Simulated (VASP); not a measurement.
# Te (P2_12_12) in VASP: a series of runs, part 3 of 3

VASP 6.6.1.

## (4) Single point, PBE

This run uses another cell than the first one, of 33.15 Å³/atom, 0.904 times its volume.

Contents of INCAR:

```
PREC = Accurate
ENCUT = 520
EDIFF = 1E-6
ISMEAR = -1
SIGMA = 0.05
LREAL = F
LASPH = T
NELM = 60
ALGO = Normal
ISIF = 2
LWAVE = F
LCHARG = F
GGA = PE
NBANDS = 20
```

Contents of KPOINTS:

```
regular mesh
0
Gamma
  5 4 9
```

Contents of POSCAR:

```
Te
1.0
    5.3593507026      0.0000000000      0.0000000000
    0.0000000000      8.1984890268      0.0000000000
    0.0000000000      0.0000000000      3.0174367815
Te
4
Direct
    0.3107647500      0.3930730700      0.7638832400
    0.1892352500      0.8930730700      0.2361167600
    0.6892352500      0.6069269300      0.7638832400
    0.8107647500      0.1069269300      0.2361167600
```

Potentials or basis: VASP PAW PBE potentials, release 64 (Te).

On the command line:

```sh
> cat potpaw_PBE.64/Te/POTCAR > POTCAR
> mpirun -np 1 vasp_std > vasp.out
```

OUTCAR:

```text
PREC = Accurate
   ENCUT = 520
   EDIFF = 1E-6
   ISMEAR = -1
   LREAL = F
   LASPH = T
   NELM = 60
   ISIF = 2
   GGA = PE

 ion  position               nearest neighbor table
   1  0.311  0.393  0.764-   3 2.68
   2  0.189  0.893  0.236-   4 2.68
   3  0.689  0.607  0.764-   1 2.68
   4  0.811  0.107  0.236-   2 2.68

  LATTYP: Found a simple orthorhombic cell.
 ALAT       =     3.0174367815
 B/A-ratio  =     1.7761269218
 C/A-ratio  =     2.7170375456

  Lattice vectors:

 A1 = (   0.0000000000,   0.0000000000,   3.0174367815)
 A2 = (   5.3593507026,   0.0000000000,   0.0000000000)
 A3 = (   0.0000000000,   8.1984890268,   0.0000000000)

Analysis of symmetry for initial positions (statically):
=====================================================================
 Subroutine PRICEL returns:
 Original cell was already a primitive cell.

 Routine SETGRP: Setting up the symmetry group for a
 simple orthorhombic supercell.

 Subroutine GETGRP returns: Found  4 space group operations
 (whereof  2 operations were pure point group operations)
 out of a pool of  8 trial point group operations.

The static configuration has the point symmetry C_2 .
 The point group associated with its full space group is D_2 .

Analysis of symmetry for dynamics (positions and initial velocities):
=====================================================================
 Subroutine PRICEL returns:
 Original cell was already a primitive cell.

 Routine SETGRP: Setting up the symmetry group for a
 simple orthorhombic supercell.

 Subroutine GETGRP returns: Found  4 space group operations
 (whereof  2 operations were pure point group operations)
 out of a pool of  8 trial point group operations.

The dynamic configuration has the point symmetry C_2 .
 The point group associated with its full space group is D_2 .

 Subroutine INISYM returns: Found  4 space group operations
[... 112 lines left out ...]
   NELECT =      24.0000    total number of electrons
   NUPDOWN=      -1.0000    fix difference up-down
   EMIN   =  10.00;   EMAX   =-10.00  energy-range for DOS
   EFERMI =   0.00;   METHOD = LEGACY
   ISMEAR =    -1;   SIGMA  =   0.05  broadening in eV -4-tet -1-fermi 0-gaus
   EFERMI_NEDOS =   21; number of points for ismear=-14 and -15
   IALGO  =     38    algorithm
   IMIX   =      4    mixing-type and parameters
     AMIX     =   0.40;   BMIX     =  1.00
     AMIX_MAG =   1.60;   BMIX_MAG =  1.00
  volume/ion in A,a.u.               =      33.15       223.68
  Fermi-wavevector in a.u.,A,eV,Ry     =   0.926084  1.750046 11.668793  0.857632
  Thomas-Fermi vector in A             =   2.052008
   LORBIT       =      0    0 simple, 1 ext, 2 COOP (PROOUT), +10 PAW based schemes
   GGA     = PE    functional components
   LHFCALC =     F    Hartree Fock is set to
   AEXX    =    0.0000 exact exchange contribution
   IVDW    =     0    specifies the selected vdW correction
   LEPSILON=     F    determine dielectric tensor
   LRPA    =     F    only Hartree local field effects (RPA)
 non-spin polarized calculation
  energy-cutoff  :      520.00
  volume of cell :      132.58
 maximum number of plane-waves:      3604
 NGX is ok and might be reduce to    40
   NGX = 19   NGY = 31   NGZ = 11

 number of electron      24.0000000 magnetization

 Free energy of the ion-electron system (eV)
  ---------------------------------------------------
  ext. energy  EPLUGINS =         0.00000000
  ---------------------------------------------------
  free energy    TOTEN  =       -11.91445905 eV

  energy without entropy =      -11.88665093  energy(sigma->0) =      -11.90055499

 E-fermi :   6.2371     XC(G=0):  -9.1698

 val. band max:        6.2353027167   @ k =   0.2000   0.5000   0.4444
 cond. band min:       6.2460853740   @ k =   0.4000   0.0000   0.3333
 fundamental gap:      0.0107826573
 Fermi energy:         6.2370602534

 k-point     1 :       0.0000    0.0000    0.0000
  band No.  band energies     occupation
      1      -7.8699      2.00000
      2      -7.2015      2.00000
      3      -5.3316      2.00000
      4      -4.5689      2.00000
      5       1.0797      2.00000
      6       1.4362      2.00000
[... 541 lines left out ...]
     19      12.7960      0.00000
     20      13.1603      0.00000

 [... further k-points ...]
[... 5 lines left out ...]
  --------------------------------------------------------------------------------------
  -------------------------------------------------------------------------------------
  Total        3.2162019      2.7988526      4.0276968      0.0000000      0.0000000      0.0000000
  in kB       38.8659878     33.8225566     48.6724460      0.0000000      0.0000000      0.0000000
  external PRESSURE =      40.4536635 kB  Pullay stress =       0.0000000 kB

 VOLUME and BASIS-vectors are now :
 -----------------------------------------------------------------------------
  energy-cutoff  :      520.00
  volume of cell :      132.58
      direct lattice vectors                 reciprocal lattice vectors
     5.359350703  0.000000000  0.000000000     0.186589767  0.000000000  0.000000000
     0.000000000  8.198489027  0.000000000     0.000000000  0.121973695  0.000000000
     0.000000000  0.000000000  3.017436781     0.000000000  0.000000000  0.331407109

 POSITION                                       TOTAL-FORCE (eV/Angst)
 -----------------------------------------------------------------------------------
      1.66550      3.22261      2.30497        -0.741194     -0.672402     -0.001250
      1.01418      7.32185      0.71247         0.741194     -0.672402      0.001250
      3.69385      4.97588      2.30497         0.741194      0.672402     -0.001250
      4.34517      0.87664      0.71247        -0.741194      0.672402      0.001250
 -----------------------------------------------------------------------------------
    total drift:                               -0.000000     -0.000000     -0.000000

  FREE ENERGIE OF THE ION-ELECTRON SYSTEM (eV)
  ---------------------------------------------------
  free  energy   TOTEN  =       -11.9144590460 eV

  energy  without entropy=      -11.8866509264  energy(sigma->0) =      -11.90055499
```

stdout:

```text
POSCAR found type information on POSCAR Te
 POSCAR found :  1 types and       4 ions
 scaLAPACK will be used
 LDA part: xc-table for (Slater+PW92), standard interpolation
 POSCAR, INCAR and KPOINTS ok, starting setup
 FFT: planning ... GRIDC
 FFT: planning ... GRID_SOFT
 FFT: planning ... GRID
 WAVECAR not read
 entering main loop
```

It took 59 s on 1 thread of Intel Xeon Platinum 8375C at 2.90GHz (Ice Lake), shared host; peak memory 0.28 GiB.

What came out:

- Free energy: -11.9145 eV
- Pressure: 4.0 GPa
- Largest force: 1.001 eV/Å
- Band gap on the k mesh: zero (band 12 reaches 7.84 eV, above the bottom of band 13 at 4.74 eV)

Forces in eV/Å, atoms in the order of the input:
```
Te  -0.741 -0.672 -0.001
Te   0.741 -0.672  0.001
Te   0.741  0.672 -0.001
Te  -0.741  0.672  0.001
```

Levels at points of the mesh, in eV from the Fermi level:
```tsv
k point	band 10	band 11	band 12	band 13	band 14	band 15
(0.00, 0.00, 0.00)	-1.97	0.82	1.61	2.27	2.92	3.28
(0.00, 0.50, 0.00)	-2.36	0.31	0.31	2.54	2.54	4.67
```

Caveat: spin-orbit coupling is left out, which moves the levels of the heavy elements; forces of over 1 eV/Å act on the atoms, so gaps and moduli don't describe the material at rest.

## (5) Single point, PBE

This run uses another cell than the first one, of 33.85 Å³/atom, 0.923 times its volume.

Contents of INCAR:

```
ALGO = Normal ; EDIFF = 1E-6
ENCUT = 520 ; GGA = PE
ISIF = 2 ; ISMEAR = -1
LASPH = True ; LCHARG = False
LREAL = False ; LWAVE = False
NBANDS = 20 ; NELM = 80
PREC = Accurate ; SIGMA = 0.05
```

Contents of KPOINTS:

```
k-points
0
Gamma
  5 4 9
```

Contents of POSCAR:

```
Te
1.0
    5.3970938525      0.0000000000      0.0000000000
    0.0000000000      8.2562267673      0.0000000000
    0.0000000000      0.0000000000      3.0386870364
Te
4
Direct
    0.3107647500      0.3930730700      0.7638832400
    0.1892352500      0.8930730700      0.2361167600
    0.6892352500      0.6069269300      0.7638832400
    0.8107647500      0.1069269300      0.2361167600
```

On the command line:

```sh
> cat potpaw_PBE.64/Te/POTCAR > POTCAR
> mpirun -np 1 vasp_std > vasp.out
```

Run time: 58 s. Hardware: 1 thread of Intel Xeon Platinum 8375C at 2.90GHz (Ice Lake), shared host; peak memory 0.28 GiB.

Results (log left out):

| Item | Value |
| --- | --- |
| Free energy | -11.9752 eV |
| Pressure | 2.9 GPa |
| Largest force | 0.800 eV/Å |
| Band gap on the k mesh | zero (band 12 reaches 7.55 eV, above the bottom of band 13 at 4.53 eV) |

Forces in eV/Å, atoms in the order of the input:
```
Te  -0.590 -0.541  0.000
Te   0.590 -0.541  0.000
Te   0.590  0.541  0.000
Te  -0.590  0.541  0.000
```

Stress tensor (GPa, compression positive):
```
2.69 0.00 0.00
0.00 2.55 0.00
0.00 0.00 3.40
```

Levels at points of the mesh, in eV from the Fermi level:
```
           k point  band 9  band 10  band 11  band 12  band 13  band 14  band 15  band 16
(0.00, 0.00, 0.00)   -2.88    -1.91     0.82     1.57     2.22     2.84     3.35     4.20
(0.00, 0.50, 0.00)   -2.30    -2.30     0.33     0.33     2.48     2.48     4.53     4.53
```

Caveat: spin-orbit coupling is left out, which moves the levels of the heavy elements.

## (6) Single point, PBE

This run uses another cell than the first one, of 34.56 Å³/atom, 0.942 times its volume.

Contents of INCAR:

```
SYSTEM = Te
PREC = Accurate
ENCUT = 520
EDIFF = 1E-6
ISMEAR = -1
SIGMA = 0.05
LREAL = .False.
LASPH = .True.
NELM = 100
ALGO = Normal
ISIF = 2
LWAVE = .False.
LCHARG = .True.
GGA = PE
LELF = .True.
LVHAR = .True.
NBANDS = 20
```

Contents of KPOINTS:

```
regular mesh
0
Gamma
  5 4 9
  0 0 0
```

Contents of POSCAR:

```
Te
1.0
    5.4343163656      0.0000000000      0.0000000000
    0.0000000000      8.3131680616      0.0000000000
    0.0000000000      0.0000000000      3.0596441610
Te
4
Direct
    0.3107647500      0.3930730700      0.7638832400
    0.1892352500      0.8930730700      0.2361167600
    0.6892352500      0.6069269300      0.7638832400
    0.8107647500      0.1069269300      0.2361167600
```

Potentials or basis: VASP PAW PBE potentials, release 64 (Te).

On the command line:

```sh
> cat potpaw_PBE.64/Te/POTCAR > POTCAR
> mpirun -np 1 vasp_std > vasp.out
```

Wall time 56 s (1 thread of Intel Xeon Platinum 8375C at 2.90GHz (Ice Lake), shared host); peak memory 0.28 GiB.

It converged, with:

| Item | Value |
| --- | --- |
| Free energy | -12.0166 eV |
| Pressure | 1.8 GPa |
| Largest force | 0.614 eV/Å |
| Band gap on the k mesh | zero (band 12 reaches 7.26 eV, above the bottom of band 13 at 4.33 eV) |

Forces on the atoms (eV/Å):
```
Te  -0.449 -0.419  0.002
Te   0.449 -0.419 -0.002
Te   0.449  0.419  0.002
Te  -0.449  0.419 -0.002
```

Stress tensor (GPa, compression positive):
```
1.62 0.00 0.00
0.00 1.80 0.00
0.00 0.00 2.09
```

Levels at points of the mesh, in eV from the Fermi level:
| k point | band 10 | band 11 | band 12 | band 13 | band 14 | band 15 |
| --- | --- | --- | --- | --- | --- | --- |
| (0.00, 0.00, 0.00) | -1.85 | 0.82 | 1.54 | 2.17 | 2.76 | 3.42 |
| (0.00, 0.50, 0.00) | -2.25 | 0.36 | 0.36 | 2.42 | 2.42 | 4.39 |

Caveat: spin-orbit coupling is left out, which moves the levels of the heavy elements.

## (7) The runs side by side

```tsv
cell	gap on the mesh (eV)	pressure (GPa)	largest force (eV/Å)
a = 5.543, b = 8.479, c = 3.121 Å, 4 atoms	none	-0.7	0.14
a = 5.578, b = 8.533, c = 3.141 Å, 4 atoms	none	-1.3	0.02
a = 5.359, b = 8.198, c = 3.017 Å, 4 atoms	none	4.0	1.00
a = 5.397, b = 8.256, c = 3.039 Å, 4 atoms	none	2.9	0.80
a = 5.434, b = 8.313, c = 3.060 Å, 4 atoms	none	1.8	0.61
```

Alike in all rows: task single point; level PBE; potentials or basis VASP PAW PBE potentials, release 64 (Te); no spin polarisation; k mesh 5 × 4 × 9; cutoff (eV) 520; smearing fermi-dirac 0.05 eV.

Caveats: spin-orbit coupling is left out, which moves the levels of the heavy elements; forces of over 1 eV/Å act on the atoms, so gaps and moduli don't describe the material at rest (some runs).

Total energies depend on the potentials used, so only differences within one code and one set of settings carry meaning.
